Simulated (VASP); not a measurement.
Wanted: the native input for a VASP 6.6.1 run.

```
Task                   : single point
Functional             : PBE
Potentials or basis    : VASP PAW PBE potentials, release 64 (Pb_d, I)
Cutoff                 : 520 eV
k mesh                 : 6 × 6 × 4
Occupations            : gaussian, width 0.1 eV
Spin                   : no spin polarisation
Dipole correction      : no
Further INCAR settings : ALGO = Normal; EDIFF = 1e-07; NBANDS = 26
```

The structure of PbI3 lies in POSCAR:

```
PbI3
1.0
    6.9161397877      0.0000000000      0.0000000000
   -3.4580698938      5.9895527523      0.0000000000
    0.0000000000      0.0000000000      4.2015463421
Pb I
1 3
Direct
    0.0000000000      0.0000000000      0.0539261689
    0.5000000000      0.0000000000      1.0557857295
    0.0000000000      0.5000000000      1.0557857295
    0.5000000000      0.5000000000      1.0557857295
```

The cell was built from a structure type or drawn by symmetry, and may not be a known phase.

One way to write it, as run:

INCAR

```
SYSTEM = PbI3
PREC     = Accurate       ! precision mode
ENCUT    = 520            ! plane-wave cutoff, eV
EDIFF    = 1E-7           ! SCF threshold, eV
ISMEAR   = 0              ! smearing method
SIGMA    = 0.1            ! smearing width, eV
LREAL    = .False.        ! projectors in reciprocal space
LASPH    = .True.         ! aspherical terms in the spheres
NELM     = 80             ! most SCF steps
ALGO     = Normal         ! electronic algorithm
ISIF     = 2              ! what is computed and relaxed
LWAVE    = .False.        ! write WAVECAR
LCHARG   = .False.        ! write CHGCAR
GGA      = PE             ! functional
NBANDS   = 26             ! bands
```

KPOINTS

```
Automatic mesh
0
Gamma
  6 6 4
  0 0 0
```

Potentials or basis: VASP PAW PBE potentials, release 64 (Pb_d, I).

Launch:

```sh
$ cat potpaw_PBE.64/Pb_d/POTCAR potpaw_PBE.64/I/POTCAR > POTCAR
$ mpirun -np 1 vasp_std > vasp.out
```

Results of the run:

| Item | Value |
| --- | --- |
| Pressure | 0.0 GPa |
| Band gap on the k mesh | zero (an odd number of electrons rules out a gap without spin polarisation) |

Caveat: the k points lie up to 0.37 Å⁻¹ apart, too coarse for converged energies and pressures of a metal; spin-orbit coupling is left out, which moves the levels of the heavy elements; an odd number of electrons without spin polarisation forces a metal; a magnetic or distorted state may lie lower.

Run time: 120 s on 1 thread of Oxide Virtual Turin-like Processor, with other jobs on the host, peak memory 0.3 GiB.
